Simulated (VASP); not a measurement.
# SnO (Pmn2_1) in VASP: single point with PBE

Aim: the single point of SnO with PBE.

Program: VASP 6.6.1. These are calculated values, not measurements. Logs are shortened: lines on timing, memory, paths and dates and some standing lists are left out, and cuts for length are marked.

## (1) The cell of the first run

Symmetry: Pmn2_1, No. 31, orthorhombic system. Conventional cell: a = 3.421 Å, b = 5.785 Å, c = 4.305 Å, α = 90.00°, β = 90.00°, γ = 90.00°. Within 2.9 Å of Sn (site symmetry m) lie 3 O at 2.19 to 2.20 Å. Within 2.9 Å of O (site symmetry m) lie 3 Sn at 2.19 to 2.20 Å.

## (2) Single point, PBE

File INCAR:

```
  PREC = Accurate
  ENCUT = 520
  EDIFF = 1E-6
  ISMEAR = -1
  SIGMA = 0.05
  LREAL = False
  LASPH = True
  NELM = 100
  ALGO = Normal
  ISIF = 2
  LWAVE = False
  LCHARG = False
  GGA = PE
  NBANDS = 28
```

File KPOINTS:

```
Automatic mesh
0
Gamma
  8 5 6
```

File POSCAR:

```
SnO
1.0
    3.4208061173      0.0000000000      0.0000000000
    0.0000000000      5.7853891942      0.0000000000
    0.0000000000      0.0000000000      4.3047747479
Sn O
2 2
Direct
    0.5000000000      0.7680910000      0.0131440000
    0.0000000000      0.2319090000      0.5131440000
    0.5000000000      0.1087500000      0.2368570000
    0.0000000000      0.8912500000      0.7368570000
```

Potentials or basis: VASP PAW PBE potentials, release 64 (Sn_d, O).

Launch:

```console
> cat potpaw_PBE.64/Sn_d/POTCAR potpaw_PBE.64/O/POTCAR > POTCAR
> mpirun -np 1 vasp_std > vasp.out
```

OUTCAR:

```text
PREC = Accurate
   ENCUT = 520
   EDIFF = 1E-6
   ISMEAR = -1
   LREAL = False
   LASPH = True
   NELM = 100
   ISIF = 2
   GGA = PE

 ion  position               nearest neighbor table
   1  0.500  0.768  0.013-   3 2.19   4 2.20   4 2.20
   2  0.000  0.232  0.513-   4 2.19   3 2.20   3 2.20
   3  0.500  0.109  0.237-   1 2.19   2 2.20   2 2.20
   4  0.000  0.891  0.737-   2 2.19   1 2.20   1 2.20

  LATTYP: Found a simple orthorhombic cell.
 ALAT       =     3.4208061173
 B/A-ratio  =     1.2584094510
 C/A-ratio  =     1.6912356315

  Lattice vectors:

 A1 = (  -3.4208061173,   0.0000000000,   0.0000000000)
 A2 = (   0.0000000000,   0.0000000000,   4.3047747479)
 A3 = (   0.0000000000,   5.7853891942,   0.0000000000)

Analysis of symmetry for initial positions (statically):
=====================================================================
 Subroutine PRICEL returns:
 Original cell was already a primitive cell.

 Routine SETGRP: Setting up the symmetry group for a
 simple orthorhombic supercell.

 Subroutine GETGRP returns: Found  4 space group operations
 (whereof  2 operations were pure point group operations)
 out of a pool of  8 trial point group operations.

The static configuration has the point symmetry C_1h.
 The point group associated with its full space group is C_2v.

Analysis of symmetry for dynamics (positions and initial velocities):
=====================================================================
 Subroutine PRICEL returns:
 Original cell was already a primitive cell.

 Routine SETGRP: Setting up the symmetry group for a
 simple orthorhombic supercell.

 Subroutine GETGRP returns: Found  4 space group operations
 (whereof  2 operations were pure point group operations)
 out of a pool of  8 trial point group operations.

The dynamic configuration has the point symmetry C_1h.
 The point group associated with its full space group is C_2v.

 Subroutine INISYM returns: Found  4 space group operations
 (whereof  2 operations are pure point group operations),
 and found     1 'primitive' translations

----------------------------------------------------------------------------------------

[... 84 lines left out ...]
   NGX,Y,Z   is equivalent  to a cutoff of  13.61, 13.79, 12.36 a.u.
   NGXF,Y,Z  is equivalent  to a cutoff of  27.22, 27.59, 24.72 a.u.
 SYSTEM =  unknown system
   PREC   = accura    normal or accurate (medium, high low for compatibility)
   ISTART =      0    job   : 0-new  1-cont  2-samecut
   ICHARG =      2    charge: 1-file 2-atom 10-const
   ISPIN  =      1    spin polarized calculation?
   LNONCOLLINEAR =      F non collinear calculations
   LSORBIT =      F    spin-orbit coupling
   LASPH  =      T    aspherical Exc in radial PAW
   ENCUT  =  520.0 eV  38.22 Ry    6.18 a.u.   6.36 10.76  8.00*2*pi/ulx,y,z
   NELM   =    100;   NELMIN=  2; NELMDL= -5     # of ELM steps
   EDIFF  = 0.1E-05   stopping-criterion for ELM
   LREAL  =      F    real-space projection
   EDIFFG = 0.1E-04   stopping-criterion for IOM
   NSW    =      0    number of steps for IOM
   IBRION =     -1    ionic relax: 0-MD 1-quasi-New 2-CG
   NFREE  =      0    steps in history (QN), initial steepest desc. (CG)
   ISIF   =      2    stress and relaxation
   ISYM   =      2    0-nonsym 1-usesym 2-fastsym
   POTIM  = 0.5000    time-step for ionic-motion
   TEBEG  =    0.0;   TEEND  =   0.0 temperature during run
   PSTRESS=    0.0 pullay stress
   NELECT =      40.0000    total number of electrons
   NUPDOWN=      -1.0000    fix difference up-down
   EMIN   =  10.00;   EMAX   =-10.00  energy-range for DOS
   EFERMI =   0.00;   METHOD = LEGACY
   ISMEAR =    -1;   SIGMA  =   0.05  broadening in eV -4-tet -1-fermi 0-gaus
   EFERMI_NEDOS =   21; number of points for ismear=-14 and -15
   IALGO  =     38    algorithm
   IMIX   =      4    mixing-type and parameters
     AMIX     =   0.40;   BMIX     =  1.00
     AMIX_MAG =   1.60;   BMIX_MAG =  1.00
  volume/ion in A,a.u.               =      21.30       143.73
  Fermi-wavevector in a.u.,A,eV,Ry     =   1.272402  2.404491 22.027925  1.619007
  Thomas-Fermi vector in A             =   2.405282
   LORBIT       =      0    0 simple, 1 ext, 2 COOP (PROOUT), +10 PAW based schemes
   GGA     = PE    functional components
   LHFCALC =     F    Hartree Fock is set to
   AEXX    =    0.0000 exact exchange contribution
   IVDW    =     0    specifies the selected vdW correction
   LEPSILON=     F    determine dielectric tensor
   LRPA    =     F    only Hartree local field effects (RPA)
 non-spin polarized calculation
  energy-cutoff  :      520.00
  volume of cell :       85.19
 maximum number of plane-waves:      2326
 NGX is ok and might be reduce to    28
   NGX = 13   NGY = 21   NGZ = 17

 number of electron      39.9999994 magnetization

 Free energy of the ion-electron system (eV)
  ---------------------------------------------------
  ext. energy  EPLUGINS =         0.00000000
  ---------------------------------------------------
  free energy    TOTEN  =       -22.40062732 eV

  energy without entropy =      -22.40062732  energy(sigma->0) =      -22.40062732

 E-fermi :   4.9662     XC(G=0):  -9.2563

 val. band max:        4.1956464665   @ k =   0.0000   0.0000   0.0000
 cond. band min:       5.7614620728   @ k =   0.3750   0.4000   0.0000
 fundamental gap:      1.5658156063
 Fermi energy:         4.9661634270

 k-point     1 :       0.0000    0.0000    0.0000
  band No.  band energies     occupation
      1     -16.8380      2.00000
      2     -16.6092      2.00000
      3     -16.5473      2.00000
      4     -16.5266      2.00000
      5     -16.5042      2.00000
      6     -16.4708      2.00000
[... 733 lines left out ...]
     27      13.0597      0.00000
     28      14.0668      0.00000

 [... further k-points ...]
[... 5 lines left out ...]
  --------------------------------------------------------------------------------------
  -------------------------------------------------------------------------------------
  Total       -2.1599352     -1.8406348     -1.4230115      0.0000000      0.0000000      0.0000000
  in kB      -40.6199924    -34.6151919    -26.7613185      0.0000000      0.0000000      0.0000000
  external PRESSURE =     -33.9988343 kB  Pullay stress =       0.0000000 kB

 VOLUME and BASIS-vectors are now :
 -----------------------------------------------------------------------------
  energy-cutoff  :      520.00
  volume of cell :       85.19
      direct lattice vectors                 reciprocal lattice vectors
     3.420806117  0.000000000  0.000000000     0.292328757  0.000000000  0.000000000
     0.000000000  5.785389194  0.000000000     0.000000000  0.172849218  0.000000000
     0.000000000  0.000000000  4.304774748     0.000000000  0.000000000  0.232300192

 POSITION                                       TOTAL-FORCE (eV/Angst)
 -----------------------------------------------------------------------------------
      1.71040      4.44371      0.05658         0.000000      0.753297     -0.226121
      0.00000      1.34168      2.20897         0.000000     -0.753297     -0.226121
      1.71040      0.62916      1.01962         0.000000     -0.102498      0.226121
      0.00000      5.15623      3.17200         0.000000      0.102498      0.226121
 -----------------------------------------------------------------------------------
    total drift:                                0.000000      0.000000      0.002360

  FREE ENERGIE OF THE ION-ELECTRON SYSTEM (eV)
  ---------------------------------------------------
  free  energy   TOTEN  =       -22.4006273242 eV

  energy  without entropy=      -22.4006273163  energy(sigma->0) =      -22.40062732
```

OSZICAR:

```text
N       E                     dE             d eps       ncg     rms          rms(c)
DAV:   1     0.429363763379E+03    0.42936E+03   -0.20207E+04  3444   0.204E+03
DAV:   2     0.426945144849E+02   -0.38667E+03   -0.37084E+03  3508   0.526E+02
DAV:   3    -0.231433364047E+02   -0.65838E+02   -0.64632E+02  3868   0.186E+02
DAV:   4    -0.264572828418E+02   -0.33139E+01   -0.32973E+01  3888   0.454E+01
DAV:   5    -0.265379351231E+02   -0.80652E-01   -0.80641E-01  3720   0.764E+00    0.120E+01
DAV:   6    -0.225518229282E+02    0.39861E+01   -0.19452E+01  5440   0.494E+01    0.568E+00
DAV:   7    -0.224353534556E+02    0.11647E+00   -0.26017E+00  3896   0.950E+00    0.262E+00
DAV:   8    -0.224083115431E+02    0.27042E-01   -0.36449E-01  3852   0.388E+00    0.808E-01
DAV:   9    -0.223994213912E+02    0.88902E-02   -0.47449E-02  5372   0.202E+00    0.262E-01
DAV:  10    -0.224014976732E+02   -0.20763E-02   -0.10735E-02  4408   0.903E-01    0.199E-01
DAV:  11    -0.224005804234E+02    0.91725E-03   -0.34824E-03  5168   0.505E-01    0.214E-02
DAV:  12    -0.224006275161E+02   -0.47093E-04   -0.39095E-04  3580   0.132E-01    0.264E-02
DAV:  13    -0.224006281641E+02   -0.64797E-06   -0.19578E-05  4028   0.327E-02    0.133E-02
DAV:  14    -0.224006273242E+02    0.83989E-06   -0.35807E-06  3408   0.128E-02
   1 F= -.22400627E+02 E0= -.22400627E+02  d E =-.787889E-08
```

stdout:

```text
POSCAR found type information on POSCAR SnO
 POSCAR found :  2 types and       4 ions
 scaLAPACK will be used
 LDA part: xc-table for (Slater+PW92), standard interpolation
 POSCAR, INCAR and KPOINTS ok, starting setup
 FFT: planning ... GRIDC
 FFT: planning ... GRID_SOFT
 FFT: planning ... GRID
 WAVECAR not read
 entering main loop
```

Run time: 48 s. Hardware: 1 thread of Intel Xeon 6975P-C (Granite Rapids), shared host; peak memory 0.26 GiB.

Results:

* Free energy: -22.4006 eV
* Pressure: -3.4 GPa
* Largest force: 0.787 eV/Å
* Band gap on the k mesh: 1.57 eV, indirect (least direct gap 2.16 eV)

Forces in eV/Å, atoms in the order of the input:
```
Sn   0.000  0.753 -0.226
Sn   0.000 -0.753 -0.226
O    0.000 -0.102  0.226
O    0.000  0.102  0.226
```

Levels at points of the mesh, in eV from the valence-band top:
```tsv
k point	band 16	band 17	band 18	band 19	band 20	band 21	band 22	band 23	band 24	band 25
(0.00, 0.00, 0.00)	-3.43	-3.06	-2.32	-1.74	0.00	2.67	3.08	5.71	5.84	7.71
(0.50, 0.00, 0.00)	-4.06	-2.22	-2.22	-1.18	-1.18	2.59	2.59	5.34	5.34	6.35
(0.00, 0.00, 0.50)	-3.07	-2.84	-2.84	-1.46	-1.46	2.63	2.63	5.08	5.08	7.64
(0.50, 0.00, 0.50)	-3.67	-2.86	-2.86	-1.00	-1.00	2.15	2.15	4.57	4.57	6.61
```

Caveat: spin-orbit coupling is left out, which moves the levels of the heavy elements. A k mesh can miss the band edges.
